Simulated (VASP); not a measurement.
## Fe: single point with LDA

The system is Fe.

```
Fe
1.0
     2.40507    0.00000    0.00000
    -1.20253    2.08285    0.00000
     0.00000    0.00000    3.80898
Fe
2
Direct
  0.66667 0.33333 0.75000
  0.33333 0.66667 0.25000
```

| Item | Value |
| --- | --- |
| Program | VASP 6.6.1 |
| Task | single point |
| Functional | LDA |
| Potentials or basis | VASP PAW LDA potentials, release 64 (Fe) |
| Cutoff | 520 eV |
| k mesh | 12 × 12 × 7 |
| Occupations | fermi-dirac, width 0.05 eV |
| Spin | collinear spin, ferromagnetic start |
| Starting moments | [3.0, 3.0] μB |

```json
{
  "Pressure": "-0.4 GPa",
  "Band gap on the k mesh": "zero (filled and empty bands overlap)",
  "Net moment": "0.00 μB per cell",
  "Valence electrons inside the program's atomic spheres": "Fe 7.70"
}
```

Stress tensor (GPa, compression positive):
```
-0.32  0.00  0.00
 0.00 -0.32  0.00
 0.00  0.00 -0.42
```

Levels at points of the mesh, in eV from the Fermi level:
Spin up:
| k point | band 5 | band 6 | band 7 | band 8 | band 9 | band 10 | band 11 | band 12 |
| --- | --- | --- | --- | --- | --- | --- | --- | --- |
| (0.00, 0.00, 0.00) | -1.73 | -1.35 | -1.35 | -0.95 | -0.95 | 0.59 | 0.76 | 0.76 |
| (0.50, 0.00, 0.00) | -2.17 | -1.70 | -1.21 | 0.89 | 1.14 | 1.17 | 2.92 | 5.23 |
Spin down:
| k point | band 5 | band 6 | band 7 | band 8 | band 9 | band 10 | band 11 | band 12 |
| --- | --- | --- | --- | --- | --- | --- | --- | --- |
| (0.00, 0.00, 0.00) | -1.73 | -1.35 | -1.35 | -0.95 | -0.95 | 0.59 | 0.77 | 0.77 |
| (0.50, 0.00, 0.00) | -2.17 | -1.70 | -1.21 | 0.89 | 1.14 | 1.17 | 2.92 | 5.23 |

Wall time 19 s on 1 thread of Intel(R) Xeon(R) 6975P-C (Granite Rapids) (shared host), peak memory 0.15 GiB.

Caveat: the starting moments collapsed, and a magnetic state may lie lower.
